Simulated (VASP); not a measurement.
# HfC (Fm-3m) in VASP: a series of runs

HfC is run at these levels: PBEsol, PBE, r2SCAN; tasks: electric field gradients.

Program: VASP 6.6.1. These are calculated values, not measurements. Logs are shortened: lines on timing, memory, paths and dates and some standing lists are left out, and cuts for length are marked.

## (1) The cell of the first run

Symmetry: Fm-3m, No. 225, cubic system. Conventional cell: a = 4.634 Å, b = 4.634 Å, c = 4.634 Å, α = 90.00°, β = 90.00°, γ = 90.00°. Hf (site symmetry m-3m) has 6 C at 2.32 Å within 3.1 Å. Within 3.1 Å of C (site symmetry m-3m) lie 6 Hf at 2.32 Å.

## (2) Electric field gradients, PBEsol

Input file INCAR:

```
ALGO     = Normal         # electronic algorithm
EDIFF    = 1E-8           # SCF threshold, eV
ENCUT    = 520            # plane-wave cutoff, eV
GGA      = PS             # functional
ISIF     = 2              # what is computed and relaxed
ISMEAR   = -1             # smearing method
LASPH    = T              # aspherical terms in the spheres
LCHARG   = F              # write CHGCAR
LEFG     = T            
LREAL    = F              # projectors in reciprocal space
LWAVE    = F              # write WAVECAR
NBANDS   = 14             # bands
NELM     = 80             # most SCF steps
PREC     = Accurate       # precision mode
SIGMA    = 0.05           # smearing width, eV
```

Input file KPOINTS:

```
k-points
0
Gamma
  14 14 14
```

Input file POSCAR:

```
HfC
1.0
    0.0000000000      2.3171388429      2.3171388429
    2.3171388429      0.0000000000      2.3171388429
    2.3171388429      2.3171388429      0.0000000000
Hf C
1 1
Direct
    0.0000000000      0.0000000000      0.0000000000
    0.5000000000      0.5000000000      0.5000000000
```

Potentials or basis: VASP PAW PBE potentials, release 64 (Hf_pv, C).

Run with:

```sh
> cat potpaw_PBE.64/Hf_pv/POTCAR potpaw_PBE.64/C/POTCAR > POTCAR
> mpirun -np 1 vasp_std > vasp.out
```

OUTCAR:

```text
EDIFF = 1E-8
   ENCUT = 520
   GGA = PS
   ISIF = 2
   ISMEAR = -1
   LASPH = T
   LREAL = F
   NELM = 80
   PREC = Accurate

 ion  position               nearest neighbor table
   1  0.000  0.000  0.000-   2 2.32   2 2.32   2 2.32   2 2.32   2 2.32   2 2.32
   2  0.500  0.500  0.500-   1 2.32   1 2.32   1 2.32   1 2.32   1 2.32   1 2.32

  LATTYP: Found a face centered cubic cell.
 ALAT       =     4.6342776858

  Lattice vectors:

 A1 = (   0.0000000000,   2.3171388429,   2.3171388429)
 A2 = (   2.3171388429,   0.0000000000,   2.3171388429)
 A3 = (   2.3171388429,   2.3171388429,   0.0000000000)

Analysis of symmetry for initial positions (statically):
=====================================================================
 Subroutine PRICEL returns:
 Original cell was already a primitive cell.

 Routine SETGRP: Setting up the symmetry group for a
 face centered cubic supercell.

 Subroutine GETGRP returns: Found 48 space group operations
 (whereof 48 operations were pure point group operations)
 out of a pool of 48 trial point group operations.

The static configuration has the point symmetry O_h .

Analysis of symmetry for dynamics (positions and initial velocities):
=====================================================================
 Subroutine PRICEL returns:
 Original cell was already a primitive cell.

 Routine SETGRP: Setting up the symmetry group for a
 face centered cubic supercell.

 Subroutine GETGRP returns: Found 48 space group operations
 (whereof 48 operations were pure point group operations)
 out of a pool of 48 trial point group operations.

The dynamic configuration has the point symmetry O_h .

 Subroutine INISYM returns: Found 48 space group operations
 (whereof 48 operations are pure point group operations),
 and found     1 'primitive' translations

----------------------------------------------------------------------------------------

                                     Primitive cell

  volume of cell :      24.8821

  direct lattice vectors                    reciprocal lattice vectors
     0.000000000  2.317138843  2.317138843    -0.215783358  0.215783358  0.215783358
     2.317138843  0.000000000  2.317138843     0.215783358 -0.215783358  0.215783358
     2.317138843  2.317138843  0.000000000     0.215783358  0.215783358 -0.215783358

  length of vectors
     3.276929178  3.276929178  3.276929178     0.373747739  0.373747739  0.373747739

  position of ions in fractional coordinates (direct lattice)
     0.000000000  0.000000000  0.000000000
     0.500000000  0.500000000  0.500000000

  ion indices of the primitive-cell ions
   primitive index   ion index
                 1           1
                 2           2

----------------------------------------------------------------------------------------

 KPOINTS: k-points

Automatic generation of k-mesh.
 Grid dimensions read from file:
 generate k-points for:   14   14   14

 Generating k-lattice:

  Cartesian coordinates                     Fractional coordinates (reciprocal lattice)
    -0.015413097  0.015413097  0.015413097     0.071428571  0.000000000  0.000000000
     0.015413097 -0.015413097  0.015413097     0.000000000  0.071428571  0.000000000
     0.015413097  0.015413097 -0.015413097     0.000000000  0.000000000  0.071428571

  Length of vectors
     0.026696267  0.026696267  0.026696267

  Shift w.r.t. Gamma in fractional coordinates (k-lattice)
     0.000000000  0.000000000  0.000000000

 Subroutine IBZKPT returns following result:
 ===========================================

 Found    104 irreducible k-points:

 Following reciprocal coordinates:
            Coordinates               Weight
  0.000000  0.000000  0.000000      1.000000
  0.071429  0.000000  0.000000      8.000000
  0.142857  0.000000  0.000000      8.000000
  0.214286  0.000000  0.000000      8.000000
  0.285714  0.000000  0.000000      8.000000
  0.357143  0.000000  0.000000      8.000000
[... 16 lines left out ...]
  0.214286  0.142857  0.000000     24.000000
  0.285714  0.142857  0.000000     24.000000
 [... further k-points ...]
   k-points           NKPTS =    104   k-points in BZ     NKDIM =    104   number of bands    NBANDS=     14
   number of dos      NEDOS =    301   number of ions     NIONS =      2
   total plane-waves  NPLWV =  13824
   dimension x,y,z NGX =    24 NGY =   24 NGZ =   24
   dimension x,y,z NGXF=    48 NGYF=   48 NGZF=   48
   ions per type =               1   1
   NGX,Y,Z   is equivalent  to a cutoff of  12.18, 12.18, 12.18 a.u.
   NGXF,Y,Z  is equivalent  to a cutoff of  24.35, 24.35, 24.35 a.u.
 SYSTEM =  unknown system
   PREC   = accura    normal or accurate (medium, high low for compatibility)
   ISTART =      0    job   : 0-new  1-cont  2-samecut
   ICHARG =      2    charge: 1-file 2-atom 10-const
   ISPIN  =      1    spin polarized calculation?
   LNONCOLLINEAR =      F non collinear calculations
   LSORBIT =      F    spin-orbit coupling
   LASPH  =      T    aspherical Exc in radial PAW
   ENCUT  =  520.0 eV  38.22 Ry    6.18 a.u.   6.09  6.09  6.09*2*pi/ulx,y,z
   NELM   =     80;   NELMIN=  2; NELMDL= -5     # of ELM steps
   EDIFF  = 0.1E-07   stopping-criterion for ELM
   LREAL  =      F    real-space projection
   EDIFFG = 0.1E-06   stopping-criterion for IOM
   NSW    =      0    number of steps for IOM
   IBRION =     -1    ionic relax: 0-MD 1-quasi-New 2-CG
   NFREE  =      0    steps in history (QN), initial steepest desc. (CG)
   ISIF   =      2    stress and relaxation
   ISYM   =      2    0-nonsym 1-usesym 2-fastsym
   POTIM  = 0.5000    time-step for ionic-motion
   TEBEG  =    0.0;   TEEND  =   0.0 temperature during run
   PSTRESS=    0.0 pullay stress
   NELECT =      14.0000    total number of electrons
   NUPDOWN=      -1.0000    fix difference up-down
   EMIN   =  10.00;   EMAX   =-10.00  energy-range for DOS
   EFERMI =   0.00;   METHOD = LEGACY
   ISMEAR =    -1;   SIGMA  =   0.05  broadening in eV -4-tet -1-fermi 0-gaus
   EFERMI_NEDOS =   21; number of points for ismear=-14 and -15
   IALGO  =     38    algorithm
   IMIX   =      4    mixing-type and parameters
     AMIX     =   0.40;   BMIX     =  1.00
     AMIX_MAG =   1.60;   BMIX_MAG =  1.00
  volume/ion in A,a.u.               =      12.44        83.96
  Fermi-wavevector in a.u.,A,eV,Ry     =   1.351519  2.554000 24.852447  1.826603
  Thomas-Fermi vector in A             =   2.478934
   LORBIT       =      0    0 simple, 1 ext, 2 COOP (PROOUT), +10 PAW based schemes
   GGA     = PS    functional components
   LHFCALC =     F    Hartree Fock is set to
   AEXX    =    0.0000 exact exchange contribution
   IVDW    =     0    specifies the selected vdW correction
   LEPSILON=     F    determine dielectric tensor
   LRPA    =     F    only Hartree local field effects (RPA)
 non-spin polarized calculation
  energy-cutoff  :      520.00
  volume of cell :       24.88
 maximum number of plane-waves:       692
   NGX = 13   NGY = 13   NGZ = 13

 number of electron      14.0000001 magnetization

 Free energy of the ion-electron system (eV)
  ---------------------------------------------------
  ext. energy  EPLUGINS =         0.00000000
  ---------------------------------------------------
  free energy    TOTEN  =       -22.18985213 eV

  energy without entropy =      -22.18723068  energy(sigma->0) =      -22.18854140

 E-fermi :   5.8479     XC(G=0): -12.4706

 val. band max:        5.8152928840   @ k =   0.5000   0.5000   0.0000
 cond. band min:       5.8825059459   @ k =   0.3571   0.2857   0.0000
 fundamental gap:      0.0672130619
 Fermi energy:         5.8479134663

 k-point     1 :       0.0000    0.0000    0.0000
  band No.  band energies     occupation
      1     -23.5666      2.00000
      2     -23.5666      2.00000
      3     -23.5666      2.00000
      4      -6.4565      2.00000
      5       6.9159      0.00000
      6       6.9159      0.00000
      7       6.9159      0.00000
      8       7.2320      0.00000
      9       7.2320      0.00000
     10       7.2320      0.00000
     11       9.2796      0.00000
     12       9.2796      0.00000
     13      12.8346      0.00000
     14      16.8588      0.00000
[... 377 lines left out ...]
      1     -23.9229      2.00000
      2     -23.6552      2.00000
      3     -23.6437      2.00000
      4      -4.8704      2.00000
      5       2.4075      2.00000
      6       4.1928      2.00000
      7       4.7640      2.00000
      8       7.0394      0.00000
      9      10.0384      0.00000
     10      10.3730      0.00000
     11      11.9340      0.00000
     12      13.4375      0.00000
     13      16.6151      0.00000
     14      19.7202      0.00000

 [... further k-points ...]

------------------------ aborting loop because EDIFF is reached ----------------------------------------

  FORCE on cell =-STRESS in cart. coord.  units (eV):
  Direction    XX          YY          ZZ          XY          YZ          ZX
  --------------------------------------------------------------------------------------
  -------------------------------------------------------------------------------------
  Total       -0.7251787     -0.7251787     -0.7251787      0.0000000     -0.0000000     -0.0000000
  in kB      -46.6949028    -46.6949028    -46.6949028      0.0000000     -0.0000000     -0.0000000
  external PRESSURE =     -46.6949028 kB  Pullay stress =       0.0000000 kB

 VOLUME and BASIS-vectors are now :
 -----------------------------------------------------------------------------
  energy-cutoff  :      520.00
  volume of cell :       24.88
      direct lattice vectors                 reciprocal lattice vectors
     0.000000000  2.317138843  2.317138843    -0.215783358  0.215783358  0.215783358
     2.317138843  0.000000000  2.317138843     0.215783358 -0.215783358  0.215783358
     2.317138843  2.317138843  0.000000000     0.215783358  0.215783358 -0.215783358

 POSITION                                       TOTAL-FORCE (eV/Angst)
 -----------------------------------------------------------------------------------
      0.00000      0.00000      0.00000         0.000000      0.000000      0.000000
      2.31714      2.31714      2.31714         0.000000      0.000000      0.000000
 -----------------------------------------------------------------------------------
    total drift:                                0.000000     -0.000000     -0.000000

  FREE ENERGIE OF THE ION-ELECTRON SYSTEM (eV)
  ---------------------------------------------------
  free  energy   TOTEN  =       -22.1898521296 eV

  energy  without entropy=      -22.1872306778  energy(sigma->0) =      -22.18854140

 Electric field gradients (V/A^2)
---------------------------------------------------------------------
 ion       V_xx      V_yy      V_zz      V_xy      V_xz      V_yz
---------------------------------------------------------------------
   1       0.000    -0.000    -0.000     0.000     0.000     0.000
   2      -0.000    -0.000     0.000     0.000     0.000     0.000
---------------------------------------------------------------------

 Electric field gradients after diagonalization (V/A^2)
 (convention: |V_zz| > |V_xx| > |V_yy|)
----------------------------------------------------------------------
 ion       V_xx      V_yy      V_zz     asymmetry (V_yy - V_xx)/ V_zz
----------------------------------------------------------------------
   1      -0.000    -0.000     0.000       0.000
   2      -0.000    -0.000     0.001       0.000
----------------------------------------------------------------------

           NMR quadrupolar parameters

 Cq : quadrupolar parameter    Cq=e*Q*V_zz/h
 eta: asymmetry parameters     (V_yy - V_xx)/ V_zz
 Q  : nuclear electric quadrupole moment in mb (millibarn)
----------------------------------------------------------------------
 ion       Cq(MHz)       eta       Q (mb)
----------------------------------------------------------------------
   1       0.000       0.000       1.000
   2       0.000       0.000       1.000
----------------------------------------------------------------------
```

Wall time 56 s (1 thread of Intel Xeon 8259CL, shared host); peak memory 0.16 GiB.

What came out:

- Free energy: -22.1899 eV
- Pressure: -4.7 GPa
- Band gap on the k mesh: zero (bands 7 and 8 overlap by 1.44 eV)
- Largest electric field gradient by atom: under 0.05 V/Å² on every atom

Caveat: the cell stands under tension; the PAW data sets were made with another functional, which shifts forces and pressure a little; spin-orbit coupling is left out, which moves the levels of the heavy elements.

## (3) Electric field gradients, PBE

Input file INCAR:

```
PREC = Accurate ; ENCUT = 520
EDIFF = 1E-8 ; ISMEAR = -1
SIGMA = 0.05 ; LREAL = F
LASPH = T ; NELM = 100
ALGO = Normal ; ISIF = 2
LWAVE = F ; LCHARG = F
GGA = PE ; LEFG = T
NBANDS = 14
```

Input file KPOINTS:

```
regular mesh
0
Gamma
  14 14 14
```

POSCAR is that of step 2.

Potentials or basis: VASP PAW PBE potentials, release 64 (Hf_pv, C).

Run with:

```sh
> cat potpaw_PBE.64/Hf_pv/POTCAR potpaw_PBE.64/C/POTCAR > POTCAR
> mpirun -np 1 vasp_std > vasp.out
```

OUTCAR:

```text
PREC = Accurate
   ENCUT = 520
   EDIFF = 1E-8
   ISMEAR = -1
   LREAL = F
   LASPH = T
   NELM = 100
   ISIF = 2
   GGA = PE

 ion  position               nearest neighbor table
   1  0.000  0.000  0.000-   2 2.32   2 2.32   2 2.32   2 2.32   2 2.32   2 2.32
   2  0.500  0.500  0.500-   1 2.32   1 2.32   1 2.32   1 2.32   1 2.32   1 2.32

  LATTYP: Found a face centered cubic cell.
 ALAT       =     4.6342776858

  Lattice vectors:

 A1 = (   0.0000000000,   2.3171388429,   2.3171388429)
 A2 = (   2.3171388429,   0.0000000000,   2.3171388429)
 A3 = (   2.3171388429,   2.3171388429,   0.0000000000)

Analysis of symmetry for initial positions (statically):
=====================================================================
 Subroutine PRICEL returns:
 Original cell was already a primitive cell.

 Routine SETGRP: Setting up the symmetry group for a
 face centered cubic supercell.

 Subroutine GETGRP returns: Found 48 space group operations
 (whereof 48 operations were pure point group operations)
 out of a pool of 48 trial point group operations.

The static configuration has the point symmetry O_h .

Analysis of symmetry for dynamics (positions and initial velocities):
=====================================================================
 Subroutine PRICEL returns:
 Original cell was already a primitive cell.

 Routine SETGRP: Setting up the symmetry group for a
 face centered cubic supercell.

 Subroutine GETGRP returns: Found 48 space group operations
 (whereof 48 operations were pure point group operations)
 out of a pool of 48 trial point group operations.

The dynamic configuration has the point symmetry O_h .

[... 549 lines left out ...]
      5       2.5602      2.00000
      6       4.3530      2.00000
      7       4.9120      2.00000
      8       7.2188      0.00000
      9      10.2149      0.00000
     10      10.5425      0.00000
     11      12.0847      0.00000
     12      13.5838      0.00000
     13      16.7644      0.00000
     14      19.8509      0.00000

 [... further k-points ...]

------------------------ aborting loop because EDIFF is reached ----------------------------------------

  FORCE on cell =-STRESS in cart. coord.  units (eV):
  Direction    XX          YY          ZZ          XY          YZ          ZX
  --------------------------------------------------------------------------------------
  -------------------------------------------------------------------------------------
  Total        0.3099939      0.3099939      0.3099939      0.0000000      0.0000000      0.0000000
  in kB       19.9607829     19.9607829     19.9607829      0.0000000      0.0000000      0.0000000
  external PRESSURE =      19.9607829 kB  Pullay stress =       0.0000000 kB

 VOLUME and BASIS-vectors are now :
 -----------------------------------------------------------------------------
  energy-cutoff  :      520.00
  volume of cell :       24.88
      direct lattice vectors                 reciprocal lattice vectors
     0.000000000  2.317138843  2.317138843    -0.215783358  0.215783358  0.215783358
     2.317138843  0.000000000  2.317138843     0.215783358 -0.215783358  0.215783358
     2.317138843  2.317138843  0.000000000     0.215783358  0.215783358 -0.215783358

 POSITION                                       TOTAL-FORCE (eV/Angst)
 -----------------------------------------------------------------------------------
      0.00000      0.00000      0.00000        -0.000000     -0.000000      0.000000
      2.31714      2.31714      2.31714         0.000000      0.000000     -0.000000
 -----------------------------------------------------------------------------------
    total drift:                                0.000000     -0.000000     -0.000000

  FREE ENERGIE OF THE ION-ELECTRON SYSTEM (eV)
  ---------------------------------------------------
  free  energy   TOTEN  =       -21.0452954234 eV

  energy  without entropy=      -21.0427040704  energy(sigma->0) =      -21.04399975

 Electric field gradients (V/A^2)
---------------------------------------------------------------------
 ion       V_xx      V_yy      V_zz      V_xy      V_xz      V_yz
---------------------------------------------------------------------
   1       0.000     0.000    -0.000     0.000     0.000     0.000
   2      -0.000     0.000     0.000     0.000     0.000     0.000
---------------------------------------------------------------------

 Electric field gradients after diagonalization (V/A^2)
 (convention: |V_zz| > |V_xx| > |V_yy|)
----------------------------------------------------------------------
 ion       V_xx      V_yy      V_zz     asymmetry (V_yy - V_xx)/ V_zz
----------------------------------------------------------------------
   1      -0.000    -0.000     0.000       0.000
   2      -0.000    -0.000     0.001       0.000
----------------------------------------------------------------------

           NMR quadrupolar parameters

 Cq : quadrupolar parameter    Cq=e*Q*V_zz/h
 eta: asymmetry parameters     (V_yy - V_xx)/ V_zz
 Q  : nuclear electric quadrupole moment in mb (millibarn)
----------------------------------------------------------------------
 ion       Cq(MHz)       eta       Q (mb)
----------------------------------------------------------------------
   1       0.000       0.000       1.000
   2       0.000       0.000       1.000
----------------------------------------------------------------------
```

stdout:

```text
POSCAR found type information on POSCAR HfC
 POSCAR found :  2 types and       2 ions
 scaLAPACK will be used
 LDA part: xc-table for (Slater+PW92), standard interpolation
 POSCAR, INCAR and KPOINTS ok, starting setup
 FFT: planning ... GRIDC
 FFT: planning ... GRID_SOFT
 FFT: planning ... GRID
 WAVECAR not read
 entering main loop
ion   1

ion   2
```

Run time: 47 s. Hardware: 1 thread of Intel Xeon 8259CL, shared host; peak memory 0.17 GiB.

What came out:

* Free energy: -21.0453 eV
* Pressure: 2.0 GPa
* Band gap on the k mesh: zero (bands 7 and 8 overlap by 1.42 eV)
* Largest electric field gradient by atom: under 0.05 V/Å² on every atom

Caveat: spin-orbit coupling is left out, which moves the levels of the heavy elements.

[end of part 1 of 2]

The gap in the log of VASP goes by the Fermi energy; the results here count the filled bands.